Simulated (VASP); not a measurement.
Wanted: the native input for a VASP 6.6.1 run.

* Task: single point
* Functional: PBEsol
* Potentials or basis: VASP PAW PBE potentials, release 64 (Si)
* Cutoff: 520 eV
* k mesh: 22 × 22 × 22
* Occupations: gaussian, width 0.15 eV
* Spin: no spin polarisation
* Dipole correction: no
* Further INCAR settings: ALGO = Normal; EDIFF = 1e-06; NBANDS = 8

The structure of Si lies in POSCAR:

```
Si
1.0
    0.0000000000      1.7579640976      1.8343973193
    1.7579640976      0.0000000000      1.8343973193
    1.7579640976      1.7579640976      0.0000000000
Si
1
Direct
    0.0000000000      0.0000000000      0.0000000000
```

This cell differs from its parent crystal: strain -0.080 along x and y, -0.040 along z.

These files were run (other wordings do the same):

INCAR

```
PREC = Accurate
ENCUT = 520
EDIFF = 1E-6
ISMEAR = 0
SIGMA = 0.15
LREAL = False
LASPH = True
NELM = 100
ALGO = Normal
ISIF = 2
LWAVE = False
LCHARG = False
GGA = PS
NBANDS = 8
```

KPOINTS

```
regular mesh
0
Gamma
  22 22 22
```

Potentials or basis: VASP PAW PBE potentials, release 64 (Si).

The run is started by

```sh
$ cat potpaw_PBE.64/Si/POTCAR > POTCAR
$ mpirun -np 1 vasp_std > vasp.out
```

Results of the run:

- Pressure: 31.4 GPa
- Band gap on the k mesh: zero (bands 2 and 3 overlap by 16.30 eV)

Caveat: the cell differs from its parent crystal (strain -0.080 along x and y, -0.040 along z); the cell stands under pressure; the PAW data sets were made with another functional, which shifts forces and pressure a little.

Run time: 59 s on 1 thread of Intel Xeon 8259CL, with other jobs on the host, peak memory 0.17 GiB.
